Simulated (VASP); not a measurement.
Runs of VASP 6.6.1 on TiNi. Symmetry: Pm-3m, No. 221, cubic system. Conventional cell: a = 2.988 Å, b = 2.988 Å, c = 2.988 Å, α = 90.00°, β = 90.00°, γ = 90.00°. Within 3.4 Å of Ti (site symmetry m-3m) lie 8 Ni at 2.59 Å and 6 Ti at 2.99 Å. Ni (site symmetry m-3m) has 8 Ti at 2.59 Å and 6 Ni at 2.99 Å within 3.4 Å. 

```tsv
spin	fixed moment (μB)	pressure (GPa)	moment (μB)
collinear, zero start	0.0	(b)	0.00
collinear, ferromagnetic start	1.8	4.1	1.80
collinear, ferromagnetic start	1.1	1.9	1.10
collinear, ferromagnetic start	1.4	(a)	1.40
collinear, ferromagnetic start	0.7	1.2	0.70
```

Alike in all rows: task single point; level r2SCAN; potentials or basis VASP PAW PBE potentials, release 64 (Ti_sv, Ni); cell as given; k mesh 10 × 10 × 10; cutoff (eV) 520; smearing fermi-dirac 0.05 eV.

Q: Estimate the missing entries.

A: (a) 2.6; (b) 0.5.

Caveats: the PAW data sets were made with another functional, which shifts forces and pressure a little; the total moment is fixed, so each spin has its own Fermi level.
